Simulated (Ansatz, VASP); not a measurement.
# MgS in VASP and in Ansatz

```
CELL_PARAMETERS angstrom
0.04809 2.85817 2.85817
2.85817 0.04809 2.85817
2.85817 2.85817 0.04809
ATOMIC_POSITIONS crystal
Mg 0.00154 0.00154 0.00154
S 0.24846 0.24846 0.24846
```

Change from the starting cell: strained cell.

Alike in both runs: functional PBEsol; k mesh 6 × 6 × 6; occupations gaussian, width 0.02 eV; no spin polarisation.

Ansatz relaxed the structure, and its values are those at the end. VASP's run is a single point on that final structure, the one shown.

|  | VASP | Ansatz |
| --- | --- | --- |
| version | VASP 6.6.1 | Ansatz 0.2.0 |
| potentials or method | VASP PAW PBE potentials, release 64 (Mg, S), cutoff 600 eV | scalar-relativistic, plane waves, PAW |
| valence electrons in the cell | 8 | 16 |

Ansatz gave:

- gap on the k mesh at the Fermi level (eV): 3.22
- least direct gap on the mesh (eV): 3.22
- pressure (GPa): -0.5

Q: Which values does VASP return?

A: gap on the k mesh at the Fermi level (eV): 3.22; least direct gap on the mesh (eV): 3.22; pressure (GPa): -0.6.

VASP's potentials were made for PBE, not for PBEsol, and Ansatz warns of the same on its side. VASP's potentials hold 8 valence electrons a cell and Ansatz's 16, so a difference there can come from the potentials and not from the codes. Ansatz's warnings: stress scf threshold loose.
